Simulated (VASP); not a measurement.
# SnTe (Fm-3m) in VASP: notebook

SnTe is run at these levels: PBEsol, PBE+D3(BJ); tasks: single point.

All numbers are computed with VASP 6.6.1; they aren't measurements. Logs are shortened: lines on timing, memory, paths and dates and some standing lists are left out, and cuts for length are marked.

### 1 The cell of the first run

It takes space group Fm-3m (No. 225, cubic). The conventional cell has a = 6.385 Å, b = 6.385 Å, c = 6.385 Å, α = 90.00°, β = 90.00°, γ = 90.00°. Within 4.2 Å of Te (site symmetry m-3m) lie 6 Sn at 3.19 Å. Sn (site symmetry m-3m) has 6 Te at 3.19 Å within 4.2 Å.

### 2 Single point, PBEsol (volume scaled by 1.04)

INCAR reads:

```
SYSTEM = SnTe
  PREC = Accurate
  ENCUT = 520
  EDIFF = 1E-6
  ISMEAR = -1
  SIGMA = 0.05
  LREAL = .False.
  LASPH = .True.
  NELM = 60
  ALGO = Normal
  ISIF = 2
  LWAVE = .False.
  LCHARG = .False.
  GGA = PS
  NBANDS = 17
```

KPOINTS reads:

```
regular mesh
0
Gamma
  7 7 7
  0 0 0
```

POSCAR reads:

```
SnTe
1.0
    0.0000000000      3.1923133075      3.1923133075
    3.1923133075      0.0000000000      3.1923133075
    3.1923133075      3.1923133075      0.0000000000
Te Sn
1 1
Direct
    0.5000000000      0.5000000000      0.5000000000
    0.0000000000      0.0000000000      0.0000000000
```

Potentials or basis: VASP PAW PBE potentials, release 64 (Te, Sn_d).

Started as:

```console
cat potpaw_PBE.64/Te/POTCAR potpaw_PBE.64/Sn_d/POTCAR > POTCAR
mpirun -np 1 vasp_std > vasp.out
```

OUTCAR:

```text
SYSTEM = SnTe
   PREC = Accurate
   ENCUT = 520
   EDIFF = 1E-6
   ISMEAR = -1
   LREAL = .False.
   LASPH = .True.
   NELM = 60
   ISIF = 2
   GGA = PS

 ion  position               nearest neighbor table
   1  0.500  0.500  0.500-   2 3.19   2 3.19   2 3.19   2 3.19   2 3.19   2 3.19
   2  0.000  0.000  0.000-   1 3.19   1 3.19   1 3.19   1 3.19   1 3.19   1 3.19

  LATTYP: Found a face centered cubic cell.
 ALAT       =     6.3846266150

  Lattice vectors:

 A1 = (   0.0000000000,   3.1923133075,   3.1923133075)
 A2 = (   3.1923133075,   0.0000000000,   3.1923133075)
 A3 = (   3.1923133075,   3.1923133075,   0.0000000000)

Analysis of symmetry for initial positions (statically):
=====================================================================
 Subroutine PRICEL returns:
 Original cell was already a primitive cell.

 Routine SETGRP: Setting up the symmetry group for a
 face centered cubic supercell.

 Subroutine GETGRP returns: Found 48 space group operations
 (whereof 48 operations were pure point group operations)
 out of a pool of 48 trial point group operations.

The static configuration has the point symmetry O_h .

Analysis of symmetry for dynamics (positions and initial velocities):
=====================================================================
 Subroutine PRICEL returns:
 Original cell was already a primitive cell.

 Routine SETGRP: Setting up the symmetry group for a
 face centered cubic supercell.

 Subroutine GETGRP returns: Found 48 space group operations
 (whereof 48 operations were pure point group operations)
 out of a pool of 48 trial point group operations.

The dynamic configuration has the point symmetry O_h .

 Subroutine INISYM returns: Found 48 space group operations
 (whereof 48 operations are pure point group operations),
 and found     1 'primitive' translations

----------------------------------------------------------------------------------------

                                     Primitive cell

  volume of cell :      65.0649

  direct lattice vectors                    reciprocal lattice vectors
     0.000000000  3.192313308  3.192313308    -0.156626231  0.156626231  0.156626231
     3.192313308  0.000000000  3.192313308     0.156626231 -0.156626231  0.156626231
     3.192313308  3.192313308  0.000000000     0.156626231  0.156626231 -0.156626231

  length of vectors
     4.514612775  4.514612775  4.514612775     0.271284589  0.271284589  0.271284589

  position of ions in fractional coordinates (direct lattice)
     0.500000000  0.500000000  0.500000000
     0.000000000  0.000000000  0.000000000

  ion indices of the primitive-cell ions
   primitive index   ion index
                 1           1
                 2           2

----------------------------------------------------------------------------------------

 KPOINTS: regular mesh

Automatic generation of k-mesh.
 Grid dimensions read from file:
 generate k-points for:    7    7    7

 Generating k-lattice:

  Cartesian coordinates                     Fractional coordinates (reciprocal lattice)
    -0.022375176  0.022375176  0.022375176     0.142857143  0.000000000  0.000000000
     0.022375176 -0.022375176  0.022375176     0.000000000  0.142857143  0.000000000
     0.022375176  0.022375176 -0.022375176     0.000000000  0.000000000  0.142857143

  Length of vectors
     0.038754941  0.038754941  0.038754941

  Shift w.r.t. Gamma in fractional coordinates (k-lattice)
     0.000000000  0.000000000  0.000000000

 Subroutine IBZKPT returns following result:
 ===========================================

 Found     20 irreducible k-points:

 Following reciprocal coordinates:
            Coordinates               Weight
  0.000000  0.000000  0.000000      1.000000
  0.142857  0.000000  0.000000      8.000000
  0.285714  0.000000  0.000000      8.000000
  0.428571  0.000000  0.000000      8.000000
  0.142857  0.142857  0.000000      6.000000
  0.285714  0.142857  0.000000     24.000000
[... 12 lines left out ...]
 -0.428571  0.428571  0.142857     24.000000
 -0.285714  0.428571  0.142857     24.000000
   k-points           NKPTS =     20   k-points in BZ     NKDIM =     20   number of bands    NBANDS=     17
   number of dos      NEDOS =    301   number of ions     NIONS =      2
   total plane-waves  NPLWV =  46656
   dimension x,y,z NGX =    36 NGY =   36 NGZ =   36
   dimension x,y,z NGXF=    72 NGYF=   72 NGZF=   72
   ions per type =               1   1
   NGX,Y,Z   is equivalent  to a cutoff of  13.26, 13.26, 13.26 a.u.
   NGXF,Y,Z  is equivalent  to a cutoff of  26.51, 26.51, 26.51 a.u.
 SYSTEM =  SnTe
   PREC   = accura    normal or accurate (medium, high low for compatibility)
   ISTART =      0    job   : 0-new  1-cont  2-samecut
   ICHARG =      2    charge: 1-file 2-atom 10-const
   ISPIN  =      1    spin polarized calculation?
   LNONCOLLINEAR =      F non collinear calculations
   LSORBIT =      F    spin-orbit coupling
   LASPH  =      T    aspherical Exc in radial PAW
   ENCUT  =  520.0 eV  38.22 Ry    6.18 a.u.   8.39  8.39  8.39*2*pi/ulx,y,z
   NELM   =     60;   NELMIN=  2; NELMDL= -5     # of ELM steps
   EDIFF  = 0.1E-05   stopping-criterion for ELM
   LREAL  =      F    real-space projection
   EDIFFG = 0.1E-04   stopping-criterion for IOM
   NSW    =      0    number of steps for IOM
   IBRION =     -1    ionic relax: 0-MD 1-quasi-New 2-CG
   NFREE  =      0    steps in history (QN), initial steepest desc. (CG)
   ISIF   =      2    stress and relaxation
   ISYM   =      2    0-nonsym 1-usesym 2-fastsym
   POTIM  = 0.5000    time-step for ionic-motion
   TEBEG  =    0.0;   TEEND  =   0.0 temperature during run
   PSTRESS=    0.0 pullay stress
   NELECT =      20.0000    total number of electrons
   NUPDOWN=      -1.0000    fix difference up-down
   EMIN   =  10.00;   EMAX   =-10.00  energy-range for DOS
   EFERMI =   0.00;   METHOD = LEGACY
   ISMEAR =    -1;   SIGMA  =   0.05  broadening in eV -4-tet -1-fermi 0-gaus
   EFERMI_NEDOS =   21; number of points for ismear=-14 and -15
   IALGO  =     38    algorithm
   IMIX   =      4    mixing-type and parameters
     AMIX     =   0.40;   BMIX     =  1.00
     AMIX_MAG =   1.60;   BMIX_MAG =  1.00
  volume/ion in A,a.u.               =      32.53       219.54
  Fermi-wavevector in a.u.,A,eV,Ry     =   1.104848  2.087861 16.608493  1.220690
  Thomas-Fermi vector in A             =   2.241327
   LORBIT       =      0    0 simple, 1 ext, 2 COOP (PROOUT), +10 PAW based schemes
   GGA     = PS    functional components
   LHFCALC =     F    Hartree Fock is set to
   AEXX    =    0.0000 exact exchange contribution
   IVDW    =     0    specifies the selected vdW correction
   LEPSILON=     F    determine dielectric tensor
   LRPA    =     F    only Hartree local field effects (RPA)
 non-spin polarized calculation
  energy-cutoff  :      520.00
  volume of cell :       65.06
 maximum number of plane-waves:      1807
 NGX is ok and might be reduce to    36
   NGX = 17   NGY = 17   NGZ = 17

 number of electron      20.0000003 magnetization

 Free energy of the ion-electron system (eV)
  ---------------------------------------------------
  ext. energy  EPLUGINS =         0.00000000
  ---------------------------------------------------
  free energy    TOTEN  =        -8.32601306 eV

  energy without entropy =       -8.32594772  energy(sigma->0) =       -8.32598039

 E-fermi :   6.3346     XC(G=0):  -9.4819

 val. band max:        6.0106885818   @ k =   0.4286   0.0000   0.0000
 cond. band min:       6.6646419444   @ k =   0.4286   0.0000   0.0000
 fundamental gap:      0.6539533625
 Fermi energy:         6.3345728832

 k-point     1 :       0.0000    0.0000    0.0000
  band No.  band energies     occupation
      1     -15.4467      2.00000
      2     -15.4467      2.00000
      3     -15.4419      2.00000
      4     -15.4419      2.00000
      5     -15.4419      2.00000
      6      -6.2172      2.00000
[... 9 lines left out ...]
     16      11.1049      0.00000
     17      13.1139      0.00000

 k-point     2 :       0.1429    0.0000    0.0000
  band No.  band energies     occupation
      1     -15.4474      2.00000
      2     -15.4474      2.00000
      3     -15.4416      2.00000
      4     -15.4409      2.00000
      5     -15.4409      2.00000
      6      -6.0561      2.00000
[... 9 lines left out ...]
     16      11.5084      0.00000
     17      14.3039      0.00000

 k-point     3 :       0.2857    0.0000    0.0000
  band No.  band energies     occupation
      1     -15.4492      2.00000
      2     -15.4492      2.00000
      3     -15.4409      2.00000
      4     -15.4383      2.00000
      5     -15.4383      2.00000
      6      -5.6176      2.00000
[... 9 lines left out ...]
     16      12.6218      0.00000
     17      16.6146      0.00000

 k-point     4 :       0.4286    0.0000    0.0000
  band No.  band energies     occupation
      1     -15.4508      2.00000
      2     -15.4508      2.00000
      3     -15.4404      2.00000
      4     -15.4361      2.00000
      5     -15.4361      2.00000
      6      -5.1238      2.00000
[... 9 lines left out ...]
     16      14.3244      0.00000
     17      15.6245      0.00000
[... 263 lines left out ...]
      1     -15.4543      2.00000
      2     -15.4480      2.00000
      3     -15.4399      2.00000
      4     -15.4371      2.00000
      5     -15.4346      2.00000
      6      -4.8949      2.00000
[... 9 lines left out ...]
     16      15.0290      0.00000
     17      16.1559      0.00000

 k-point    19 :      -0.4286    0.4286    0.1429
  band No.  band energies     occupation
      1     -15.4579      2.00000
      2     -15.4450      2.00000
      3     -15.4427      2.00000
      4     -15.4351      2.00000
      5     -15.4330      2.00000
      6      -4.7918      2.00000
[... 9 lines left out ...]
     16      15.7951      0.00000
     17      16.7993      0.00000

 k-point    20 :      -0.2857    0.4286    0.1429
  band No.  band energies     occupation
      1     -15.4563      2.00000
      2     -15.4468      2.00000
      3     -15.4400      2.00000
      4     -15.4375      2.00000
      5     -15.4330      2.00000
      6      -4.7124      2.00000
[... 9 lines left out ...]
     16      16.0310      0.00000
     17      16.5665      0.00000

------------------------ aborting loop because EDIFF is reached ----------------------------------------

  FORCE on cell =-STRESS in cart. coord.  units (eV):
  Direction    XX          YY          ZZ          XY          YZ          ZX
  --------------------------------------------------------------------------------------
  -------------------------------------------------------------------------------------
  Total       -0.8221442     -0.8221442     -0.8221442      0.0000000     -0.0000000     -0.0000000
  in kB      -20.2447344    -20.2447344    -20.2447344      0.0000000     -0.0000000     -0.0000000
  external PRESSURE =     -20.2447344 kB  Pullay stress =       0.0000000 kB

 VOLUME and BASIS-vectors are now :
 -----------------------------------------------------------------------------
  energy-cutoff  :      520.00
  volume of cell :       65.06
      direct lattice vectors                 reciprocal lattice vectors
     0.000000000  3.192313308  3.192313308    -0.156626231  0.156626231  0.156626231
     3.192313308  0.000000000  3.192313308     0.156626231 -0.156626231  0.156626231
     3.192313308  3.192313308  0.000000000     0.156626231  0.156626231 -0.156626231

 POSITION                                       TOTAL-FORCE (eV/Angst)
 -----------------------------------------------------------------------------------
      3.19231      3.19231      3.19231         0.000000      0.000000      0.000000
      0.00000      0.00000      0.00000         0.000000      0.000000     -0.000000
 -----------------------------------------------------------------------------------
    total drift:                               -0.000000      0.000000      0.000000

  FREE ENERGIE OF THE ION-ELECTRON SYSTEM (eV)
  ---------------------------------------------------
  free  energy   TOTEN  =        -8.3260130618 eV

  energy  without entropy=       -8.3259477156  energy(sigma->0) =       -8.32598039
```

It took 18 s on 1 thread of Intel Xeon 6975P-C (Granite Rapids), shared host; peak memory 0.2 GiB.

Results:

| Property | Result |
| --- | --- |
| Free energy | -8.3260 eV |
| Pressure | -2.0 GPa |

Caveat: the cell differs from its parent crystal (volume scaled by 1.04); this odd mesh misses L, where the gap lies, so gap, dielectric constants and Born charges aren't listed; the PAW data sets were made with another functional, which shifts forces and pressure a little; spin-orbit coupling is left out, which moves the levels of the heavy elements.

### 3 Single point, PBE+D3(BJ)

This run uses another cell than the first one, of 31.37 Å³/atom, 0.964 times its volume.

INCAR reads:

```
SYSTEM = SnTe
PREC = Accurate
ENCUT = 520
EDIFF = 1E-6
ISMEAR = -1
SIGMA = 0.05
LREAL = .FALSE.
LASPH = .TRUE.
NELM = 80
ALGO = Normal
ISIF = 2
LWAVE = .FALSE.
LCHARG = .FALSE.
GGA = PE
IVDW = 12
NBANDS = 17
```

KPOINTS reads:

```
regular mesh
0
G
  7 7 7
  0 0 0
```

POSCAR reads:

```
SnTe
1.0
    0.0000000000      3.1536812082      3.1536812082
    3.1536812082      0.0000000000      3.1536812082
    3.1536812082      3.1536812082      0.0000000000
Te Sn
1 1
Direct
    0.5000000000      0.5000000000      0.5000000000
    0.0000000000      0.0000000000      0.0000000000
```

Potentials or basis: VASP PAW PBE potentials, release 64 (Te, Sn_d).

Started as:

```console
cat potpaw_PBE.64/Te/POTCAR potpaw_PBE.64/Sn_d/POTCAR > POTCAR
mpirun -np 1 vasp_std > vasp.out
```

It took 11 s on 1 thread of Intel Xeon 6975P-C (Granite Rapids), shared host; peak memory 0.21 GiB.

The run converged. Its results:

| Property | Result |
| --- | --- |
| Free energy | -8.3492 eV |
| Pressure | -0.1 GPa |
| Dispersion energy per atom | -0.400 eV |

Levels at points of the mesh, in eV from the Fermi level:
```
           k point  band 8  band 9  band 10  band 11  band 12  band 13
(0.00, 0.00, 0.00)   -2.21   -2.21    -2.21     3.27     3.27     3.27
```

Caveat: this odd mesh misses L, where the gap lies, so gap, dielectric constants and Born charges aren't listed; spin-orbit coupling is left out, which moves the levels of the heavy elements.

### 4 Single point, PBE+D3(BJ)

This run uses another cell than the first one, of 31.47 Å³/atom, 0.967 times its volume.

INCAR reads:

```
  ALGO = Normal
  EDIFF = 1E-6
  ENCUT = 520
  GGA = PE
  ISIF = 2
  ISMEAR = -1
  IVDW = 12
  LASPH = True
  LCHARG = False
  LREAL = False
  LWAVE = False
  NBANDS = 17
  NELM = 100
  PREC = Accurate
  SIGMA = 0.05
```

KPOINTS reads:

```
k-points
0
Gamma
  7 7 7
```

POSCAR reads:

```
SnTe
1.0
    0.0000000000      3.1572509694      3.1572509694
    3.1572509694      0.0000000000      3.1572509694
    3.1572509694      3.1572509694      0.0000000000
Te Sn
1 1
Direct
    0.5000000000      0.5000000000      0.5000000000
    0.0000000000      0.0000000000      0.0000000000
```

Started as:

```console
cat potpaw_PBE.64/Te/POTCAR potpaw_PBE.64/Sn_d/POTCAR > POTCAR
mpirun -np 1 vasp_std > vasp.out
```

Wall time 10 s (1 thread of Intel Xeon 6975P-C (Granite Rapids), shared host); peak memory 0.21 GiB.

It converged, with:

```yaml
Free_energy: -8.3490 eV
Pressure: -0.2 GPa
Dispersion_energy_per_atom: -0.398 eV
```

Levels at points of the mesh, in eV from the Fermi level:
| k point | band 7 | band 8 | band 9 | band 10 | band 11 | band 12 | band 13 | band 14 |
| --- | --- | --- | --- | --- | --- | --- | --- | --- |
| (0.00, 0.00, 0.00) | -4.77 | -2.20 | -2.20 | -2.20 | 3.27 | 3.27 | 3.27 | 4.69 |

Caveat: this odd mesh misses L, where the gap lies, so gap, dielectric constants and Born charges aren't listed; three body term missing; spin-orbit coupling is left out, which moves the levels of the heavy elements.

(Part 1 of 2 ends here.)
